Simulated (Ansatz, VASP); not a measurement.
**Sb: VASP beside Ansatz**

POSCAR

```
Sb
1.0
   -1.8713408863      1.8713408863      1.8713408863
    1.8713408863     -1.8713408863      1.8713408863
    1.8713408863      1.8713408863     -1.8713408863
Sb
1
Direct
    0.0000000000      0.0000000000      0.0000000000
```

INCAR.step1

```
ALGO = Normal
EDIFF = 1E-5
ENCUT = 520
GGA = PE
ISIF = 2
ISMEAR = -1
LASPH = T
LCHARG = F
LREAL = F
LWAVE = T
NBANDS = 8
NELM = 80
PREC = Accurate
SIGMA = 0.05
```

File INCAR.step2:

```
AEXX = 0.1
ALGO = Normal
EDIFF = 1E-6
ENCUT = 520
ISIF = 2
ISMEAR = -1
ISTART = 1
LASPH = T
LCHARG = F
LHFCALC = T
LMIXTAU = T
LREAL = F
LWAVE = F
METAGGA = R2SCAN
NBANDS = 8
NELM = 80
PREC = Accurate
PRECFOCK = Normal
SIGMA = 0.05
```

Contents of KPOINTS:

```
k-points
0
Gamma
  5 5 5
```

File input:

```
crystal:
  lattice:
    - [-1.8713408863, 1.8713408863, 1.8713408863]
    - [1.8713408863, -1.8713408863, 1.8713408863]
    - [1.8713408863, 1.8713408863, -1.8713408863]
  atoms:
    - { symbol: Sb, position: [0.0, 0.0, 0.0] }
hamiltonian:
  xc: r2scanh
  pseudopotentials: { kind: paw }
kpoints:
  mp_grid: { grid: [5, 5, 5] }
scf:
  occupations: { method: fermi_dirac, width: 0.05 }
output:
  forces: true
  stress: true
  eigenvalues: true
```

Alike in both runs: task single point; functional r2SCANh; k mesh 5 × 5 × 5; occupations fermi-dirac, width 0.05 eV; no spin polarisation.

|  | VASP | Ansatz |
| --- | --- | --- |
| version | VASP 6.6.1 | Ansatz 0.2.0 |
| potentials or method | VASP PAW PBE potentials, release 64 (Sb) | Ansatz PAW |
| plane-wave cutoff (eV) | 520 | 500 |
| valence electrons in the cell | 5 | 15 |

Ansatz gave:

```
gap on the k mesh at the Fermi level (eV) : none
pressure (GPa)                            : 1.1
```

Task: What did VASP give for the same quantities?

Result: gap on the k mesh at the Fermi level (eV): none; pressure (GPa): 0.7.

VASP's potentials were made for PBE, not for r2SCANh. A gap of «none» marks a metal or a gap that the smearing closes. VASP's potentials hold 5 valence electrons a cell and Ansatz's 15, so a difference there can come from the potentials and not from the codes.

The k mesh is coarse, so the values compare programs but aren't converged. Spin-orbit coupling is off throughout.
